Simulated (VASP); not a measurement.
The system is TaAl5Au.

```xyz
7
Lattice="4.0000 0.0000 0.0000 0.0000 4.0000 0.0000 0.0000 0.0000 6.3962" Properties=species:S:1:pos:R:3 pbc="T T T"
Ta    0.0000    0.0000    0.0000
Al    0.0000    2.0000    1.9062
Al    0.0000    2.0000    4.4900
Al    2.0000    0.0000    1.9062
Al    2.0000    0.0000    4.4900
Al    2.0000    2.0000    0.0000
Au    0.0000    0.0000    3.1981
```

The cell was generated, and may not be a known phase.

* Program: VASP 6.6.1
* Task: relaxation of cell and atoms
* Functional: PBE
* Potentials or basis: VASP PAW PBE potentials, release 64 (Ta_sv_GW, Al, Au_sv_GW)
* Cutoff: 540 eV
* k mesh: 4 × 4 × 4
* Occupations: gaussian, width 0.1 eV
* Spin: no spin polarisation

At the start: pressure 29.1 GPa; volume 14.62 Å³/atom.

**Question.** Where does the relaxation end?

**Answer.** Over 24 steps the energy falls by 326.9 meV/atom and the volume is 17.24 Å³/atom (+18.0 %); space group P4/mmm (No. 123, to 0.1 Å) before and after.

The path:
| step | energy change (eV) | largest force (eV/Å) | pressure (GPa) | volume (Å³) |
| --- | --- | --- | --- | --- |
| 1 | 0.0000 | 2.4554 | 29.06 | 102.34 |
| 2 | -0.6106 | 0.3629 | -14.08 | 146.82 |
| 3 | -1.8631 | 0.8510 | -2.41 | 123.34 |
| 4 | -1.8656 | 0.8814 | -1.71 | 122.59 |
| 5 | -1.8654 | 0.8993 | -1.31 | 122.16 |
| 6 | -1.9917 | 0.5417 | 0.01 | 120.53 |
| 7 | -2.0492 | 0.0443 | 2.39 | 118.23 |
| 8 | -2.0503 | 0.1135 | 2.06 | 118.52 |
| 9 | -2.0633 | 0.0849 | -1.31 | 122.04 |
| 10 | -2.0692 | 0.0186 | -0.15 | 120.75 |
| 11 | -2.0743 | 0.0412 | -0.15 | 120.74 |
| 12 | -2.1049 | 0.0902 | -0.06 | 120.68 |
| 13 | -2.1949 | 0.0655 | 0.10 | 120.46 |
| 14 | -2.2664 | 0.0266 | 0.91 | 119.62 |
| 15 | -2.2711 | 0.0314 | 1.16 | 119.41 |
| 16 | -2.2802 | 0.0107 | 1.60 | 118.92 |
| 17 | -2.2827 | 0.0004 | 1.34 | 119.18 |
| 18 | -2.2832 | 0.0209 | 1.27 | 119.57 |
| 19 | -2.2850 | 0.0186 | 0.69 | 119.83 |
| 20 | -2.2870 | 0.0174 | 0.30 | 120.26 |
| 21 | -2.2875 | 0.0160 | -0.47 | 121.12 |
| 22 | -2.2879 | 0.0163 | -0.16 | 120.78 |
| 23 | -2.2881 | 0.0129 | -0.13 | 120.76 |
| 24 | -2.2885 | 0.0034 | -0.08 | 120.71 |

Final structure:
```
Ta Al Au
1.0
     3.91298    0.00000    0.00000
     0.00000    3.91298    0.00000
     0.00000    0.00000    7.88391
Ta Al Au
1 5 1
Direct
  0.00000 0.00000 0.00000
  0.00000 0.50000 0.26879
  0.00000 0.50000 0.73121
  0.50000 0.00000 0.26879
  0.50000 0.00000 0.73121
  0.50000 0.50000 0.00000
  0.00000 0.00000 0.50000
```

Caveat: the k points lie up to 0.40 Å⁻¹ apart in the final cell, too coarse for converged energies and pressures of a metal; the volume moved by over 15 % at a fixed basis, so the end points are rough.
